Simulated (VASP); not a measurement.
Set up this calculation in VASP 6.6.1, as the native input.

```yaml
Task: single point
Functional: PBE
Potentials_or_basis: VASP PAW PBE potentials, release 64 (Si, Ge_d)
Cutoff: 500 eV
k_mesh: 6 × 6 × 4
Occupations: gaussian, width 0.2 eV
Spin: no spin polarisation
Dipole_correction: no
Further_INCAR_settings: ALGO = Normal; EDIFF = 1e-06; NBANDS = 18
```

The structure of Si2Ge lies in POSCAR:

```
Si2Ge
1.0
    3.5095411745      0.0000000000      0.0000000000
    0.0000000000      3.5095411745      0.0000000000
    0.0000000000      0.0000000000      5.1020954034
Si Ge
2 1
Direct
    0.5000000000      0.5000000000      0.5000000000
    0.0000000000      0.0000000000      0.0000000000
    0.0000000000      0.0000000000      0.5000000000
```

One way to write it, as run:

INCAR

```
SYSTEM = Si2Ge
  ALGO = Normal
  EDIFF = 1E-6
  ENCUT = 500
  GGA = PE
  GGA_COMPAT = .FALSE.
  ISIF = 2
  ISMEAR = 0
  LASPH = .TRUE.
  LCHARG = .FALSE.
  LREAL = .FALSE.
  LWAVE = .FALSE.
  NBANDS = 18
  NELM = 120
  PREC = Accurate
  SIGMA = 0.2
```

KPOINTS

```
k-points
0
G
  6 6 4
  0 0 0
```

Potentials or basis: VASP PAW PBE potentials, release 64 (Si, Ge_d).

Run with:

```bash
$ cat potpaw_PBE.64/Si/POTCAR potpaw_PBE.64/Ge_d/POTCAR > POTCAR
$ mpirun -np 1 vasp_std > vasp.out
```

Results of the run:

The pressure is 0.1 GPa. The band gap on the k mesh is zero (band 11 reaches 7.34 eV, above the bottom of band 12 at 4.08 eV).

It took 25 s on 1 thread of Intel Xeon 6975P-C (shared host), peak memory 0.19 GiB.
